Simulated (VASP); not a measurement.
Runs of VASP 6.6.1 on Hf. The structure is that of space group I4/mmm (No. 139), or close to it. The cells are those of the table. 

```tsv
cell	gap on the mesh (eV)	pressure (GPa)
a = 3.131 Å, angles 107.3, 107.3, 113.9°, 1 atom	none	-5.8
a = 3.167 Å, angles 103.5, 103.5, 122.2°, 1 atom	none	(a)
a = 3.133 Å, angles 112.1, 112.1, 104.2°, 1 atom	none	-5.5
a = 3.177 Å, angles 117.3, 117.3, 94.8°, 1 atom	none	-5.1
```

Alike in all rows: task single point; level r2SCAN; potentials or basis VASP PAW PBE potentials, release 64 (Hf_pv); no spin polarisation; k mesh 20 × 20 × 20; cutoff (eV) 520; smearing gaussian 0.15 eV.

Problem. Fill in the values left out.

Solution. (a) -6.0.

Caveats: the PAW data sets were made with another functional, which shifts forces and pressure a little; spin-orbit coupling is left out, which moves the levels of the heavy elements; the cell stands under tension (at least some runs); the stress differs along the axes, from -9 to -0 GPa (at least some runs); the stress differs along the axes, from -7 to -2 GPa (at least some runs).

A k mesh can miss the band edges, and the runs leave out spin-orbit coupling on Hf.

A gap of «none» marks levels without a gap at the run's occupations.
